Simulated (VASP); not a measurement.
A run of VASP 6.6.1:

INCAR

```
SYSTEM = Ag
  ALGO = Normal
  EDIFF = 1E-7
  EDIFFG = -0.03
  ENCUT = 500
  GGA_COMPAT = .False.
  IBRION = 2
  ISIF = 8
  ISMEAR = -1
  LASPH = .True.
  LCHARG = .False.
  LREAL = .False.
  LWAVE = .False.
  NELM = 120
  NELMIN = 4
  NSW = 60
  PREC = Accurate
  SIGMA = 0.1
```

Contents of KPOINTS:

```
k-points
0
Gamma
  11 11 11
  0 0 0
```

POSCAR

```
Ag
1.0
    0.0000000000      2.0427500000      2.0427500000
    2.0427500000      0.0000000000      2.0427500000
    2.0427500000      2.0427500000      0.0000000000
Ag
1
Direct
    0.0000000000      0.0000000000      0.0000000000
```

Potentials or basis: VASP PAW LDA potentials, release 64 (Ag).

Command:

```console
$ cat potpaw_LDA.64/Ag/POTCAR > POTCAR
$ mpirun -np 1 vasp_std > vasp.out
```

Hardware: 1 thread of Intel Xeon 8259CL (shared host).

Estimate the wall time of this run.

Run time: 34 s on 1 thread of Intel Xeon 8259CL (shared host), peak memory 0.14 GiB. Counts: scf iterations 26, k points 56, ion steps 3.
